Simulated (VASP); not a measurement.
Cu, 1 atom in the cell. It takes space group Fm-3m (No. 225, cubic). The conventional cell has a = 3.564 Å, b = 3.564 Å, c = 3.564 Å, α = 90.00°, β = 90.00°, γ = 90.00°. Within 3.3 Å of Cu (site symmetry m-3m) lie 12 Cu at 2.52 Å. 

| Quantity | Value |
| --- | --- |
| Program | VASP 6.6.1 |
| Task | single point |
| Functional | PBEsol |
| Potentials or basis | VASP PAW PBE potentials, release 64 (Cu) |
| Cutoff | 520 eV |
| k mesh | 16 × 16 × 16 |
| Occupations | gaussian, width 0.05 eV |
| Spin | no spin polarisation |
| Dipole correction | no |
| Further INCAR settings | ALGO = Normal; EDIFF = 1e-06; NBANDS = 12 |

Potentials or basis: VASP PAW PBE potentials, release 64 (Cu).

The run is started by

```console
$ cat potpaw_PBE.64/Cu/POTCAR > POTCAR
$ mpirun -np 1 vasp_std > vasp.out
```

Hardware: 1 thread of Intel(R) Xeon(R) 6975P-C (Granite Rapids) (shared host).

**Question.** Estimate the wall time of this run.

**Answer.** Wall time 6.9 s on 1 thread of Intel(R) Xeon(R) 6975P-C (Granite Rapids) (shared host), peak memory 0.13 GiB. Counts: scf iterations 11, k points 145.
